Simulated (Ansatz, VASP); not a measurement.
One calculation of TaN, two programs

```
CELL_PARAMETERS angstrom
3.11844 0.00000 0.00000
-1.55922 2.70065 0.00000
0.00000 0.00000 6.55060
ATOMIC_POSITIONS crystal
Ta 0.33333 0.66667 0.03010
Ta 0.66667 0.33333 0.53010
N 0.33333 0.66667 0.35490
N 0.66667 0.33333 0.85490
```

Alike in both runs: task single point; functional PBEsol; k mesh 18 × 18 × 8; occupations gaussian, width 0.15 eV; no spin polarisation.

|  | VASP | Ansatz |
| --- | --- | --- |
| version | VASP 6.6.1 | Ansatz 0.2.0 |
| potentials or method | VASP PAW PBE potentials, release 64 (Ta_pv, N), cutoff 520 eV | scalar-relativistic, plane waves, PAW |
| valence electrons in the cell | 32 | 36 |

Ansatz gave:

| Property | Result |
| --- | --- |
| gap on the k mesh at the Fermi level (eV) | none |
| pressure (GPa) | -20.3 |
| traceless stress, the component that is largest in VASP (GPa) | -20.34 |
| rms of the force components (eV/Å) | 0.474 |

Task: Which values does VASP return?

Result: gap on the k mesh at the Fermi level (eV): none; pressure (GPa): -19.8; traceless stress, the component that is largest in VASP (GPa): -20.18; rms of the force components (eV/Å): 0.481.

VASP's potentials were made for PBE, not for PBEsol, and Ansatz warns of the same on its side. Atom by atom the forces differ by 0.007 eV/Å (rms over components). A gap of «none» marks a metal or a gap that the smearing closes. VASP's potentials hold 32 valence electrons a cell and Ansatz's 36, so a difference there can come from the potentials and not from the codes.

Spin-orbit coupling is off throughout.
